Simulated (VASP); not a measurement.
Input of a VASP 6.6.1 run:

The input POSCAR:

```
Pt
1.0
    0.0000000000      1.9609000000      1.9609000000
    1.9609000000      0.0000000000      1.9609000000
    1.9609000000      1.9609000000      0.0000000000
Pt
1
Direct
    0.0000000000      0.0000000000      0.0000000000
```

INCAR.step1

```
PREC = Accurate
ENCUT = 550
ISMEAR = 1
SIGMA = 0.1
LREAL = False
LASPH = True
NELM = 120
GGA = PE
ALGO = Normal
EDIFF = 1E-5
LWAVE = True
LCHARG = False
GGA_COMPAT = False
IBRION = 2
ISIF = 3
EDIFFG = -0.005
NELMIN = 4
NSW = 100
```

INCAR.step2

```
PREC = Accurate
ENCUT = 550
EDIFF = 1E-7
ISMEAR = 1
SIGMA = 0.1
LREAL = False
LASPH = True
NELM = 120
ALGO = Normal
ISIF = 3
LWAVE = False
LCHARG = False
METAGGA = R2SCAN
LMIXTAU = True
IBRION = 2
NSW = 60
EDIFFG = -0.03
ISTART = 1
GGA_COMPAT = False
NELMIN = 4
```

Contents of KPOINTS:

```
Automatic mesh
0
Gamma
  10 10 10
```

Potentials or basis: VASP PAW PBE potentials, release 64 (Pt).

Launch:

```bash
$ cat potpaw_PBE.64/Pt/POTCAR > POTCAR
$ cp INCAR.step1 INCAR
$ mpirun -np 1 vasp_std > vasp.out
$ cp INCAR.step2 INCAR
$ mpirun -np 1 vasp_std > vasp.out
```

**Question.** What does it give for the band gap on the k mesh?

**Answer.** Zero (bands 5 and 6 overlap by 2.29 eV).

**Question.** Predict the space group after relaxing (to 0.1 Å).

**Answer.** Fm-3m (No. 225).

**Question.** Estimate the relaxed volume.

**Answer.** 15.33 Å³/atom.

The path:
```csv
step,energy change (eV),largest force (eV/Å),pressure (GPa),volume (Å³)
1,0.0000,0.0000,4.71,15.08
2,0.0239,0.0000,-11.22,16.07
3,-0.0036,0.0000,-0.04,15.33
```

Caveat: the PAW data sets were made with another functional, which shifts forces and pressure a little; spin-orbit coupling is left out, which moves the levels of the heavy elements. Zero-point motion and thermal expansion aren't in these numbers.
